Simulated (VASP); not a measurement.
Wanted: the native input for a VASP 6.6.1 run.

```yaml
Task: single point
Functional: PBEsol
Potentials_or_basis: VASP PAW PBE potentials, release 64 (P)
Cutoff: 520 eV
k_mesh: 12 × 12 × 12
Occupations: gaussian, width 0.15 eV
Spin: no spin polarisation
Dipole_correction: no
Further_INCAR_settings: ALGO = Normal; EDIFF = 1e-06; NBANDS = 8
```

The structure of P lies in POSCAR:

```
P
1.0
    4.0592596145      0.0000000000      0.0000000000
    0.0000000000      4.0592596145      0.0000000000
    0.0000000000      0.0000000000      4.1591000000
P
1
Direct
    0.0000000000      0.0000000000      0.0000000000
```

This cell differs from its parent crystal: strain -0.050 along x and y, -0.050 along z.

These files were run (other wordings do the same):

INCAR

```
SYSTEM = P
PREC = Accurate
ENCUT = 520
EDIFF = 1E-6
ISMEAR = 0
SIGMA = 0.15
LREAL = .False.
LASPH = .True.
NELM = 100
ALGO = Normal
ISIF = 2
LWAVE = .False.
LCHARG = .False.
GGA = PS
NBANDS = 8
```

KPOINTS

```
regular mesh
0
Gamma
  12 12 12
  0 0 0
```

Potentials or basis: VASP PAW PBE potentials, release 64 (P).

The run is started by

```console
$ cat potpaw_PBE.64/P/POTCAR > POTCAR
$ mpirun -np 1 vasp_std > vasp.out
```

It gave:

| Property | Result |
| --- | --- |
| Pressure | -5.4 GPa |

Caveat: the cell differs from its parent crystal (strain -0.050 along x and y, -0.050 along z); the PAW data sets were made with another functional, which shifts forces and pressure a little.

Wall time 69 s on 1 thread of AMD EPYC 7R43 64-Core Processor (Zen 3), with other jobs on the host, peak memory 0.19 GiB.
